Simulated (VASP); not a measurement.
A run of VASP 6.6.1 is set up as follows.

The input INCAR:

```
SYSTEM = LuF4
PREC     = Accurate       ! precision mode
ENCUT    = 520            ! plane-wave cutoff, eV
EDIFF    = 1E-6           ! SCF threshold, eV
ISMEAR   = 0              ! smearing method
SIGMA    = 0.1            ! smearing width, eV
LREAL    = .FALSE.        ! projectors in reciprocal space
LASPH    = .TRUE.         ! aspherical terms in the spheres
NELM     = 100            ! most SCF steps
ALGO     = Normal         ! electronic algorithm
ISIF     = 2              ! what is computed and relaxed
LWAVE    = .FALSE.        ! write WAVECAR
LCHARG   = .FALSE.        ! write CHGCAR
GGA      = PE             ! functional
NBANDS   = 34             ! bands
```

File KPOINTS:

```
Automatic mesh
0
G
  10 10 10
  0 0 0
```

The input POSCAR:

```
LuF4
1.0
   -2.5844899587      2.5844899587      2.5844899587
    2.5844899587     -2.5844899587      2.5844899587
    2.5844899587      2.5844899587     -2.5844899587
Lu F
1 4
Direct
    0.0000000000      0.0000000000      0.0000000000
    0.0000000000      0.0000000000      0.5000000000
    0.0000000000      0.5000000000      0.0000000000
    0.5000000000      0.0000000000      0.0000000000
    0.5000000000      0.5000000000      0.5000000000
```

Potentials or basis: VASP PAW PBE potentials, release 64 (Lu, F).

The run is started by

```console
$ cat potpaw_PBE.64/Lu/POTCAR potpaw_PBE.64/F/POTCAR > POTCAR
$ mpirun -np 1 vasp_std > vasp.out
```

Task: Predict the pressure.

Result: -0.3 GPa.

Caveat: an odd number of electrons without spin polarisation forces a metal; a magnetic or distorted state may lie lower.
